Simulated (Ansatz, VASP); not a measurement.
One calculation of SrTe, two programs

```xyz
2
Lattice="0.0000 3.3596 3.3596 3.3596 0.0000 3.3596 3.3596 3.3596 0.0000" Properties=species:S:1:pos:R:3 pbc="T T T"
Sr    0.0000    0.0000    0.0000
Te    3.3596    3.3596    3.3596
```

Alike in both runs: functional PBE; k mesh 8 × 8 × 8; occupations gaussian, width 0.02 eV; no spin polarisation.

Ansatz relaxed the structure, and its values are those at the end. VASP's run is a single point on that final structure, the one shown.

|  | VASP | Ansatz |
| --- | --- | --- |
| version | VASP 6.6.1 | Ansatz 0.2.0 |
| potentials or method | VASP PAW PBE potentials, release 64 (Sr_sv, Te), cutoff 500 eV | scalar-relativistic, plane waves, PAW |
| valence electrons in the cell | 16 | 26 |

Ansatz gave:

```
gap on the k mesh at the Fermi level (eV) : 1.78
least direct gap on the mesh (eV)         : 2.50
pressure (GPa)                            : 0.0
```

**Question.** Which values does VASP return?

**Answer.** gap on the k mesh at the Fermi level (eV): 1.76; least direct gap on the mesh (eV): 2.48; pressure (GPa): 0.1.

VASP's potentials hold 16 valence electrons a cell and Ansatz's 26, so a difference there can come from the potentials and not from the codes.

Spin-orbit coupling is off throughout.
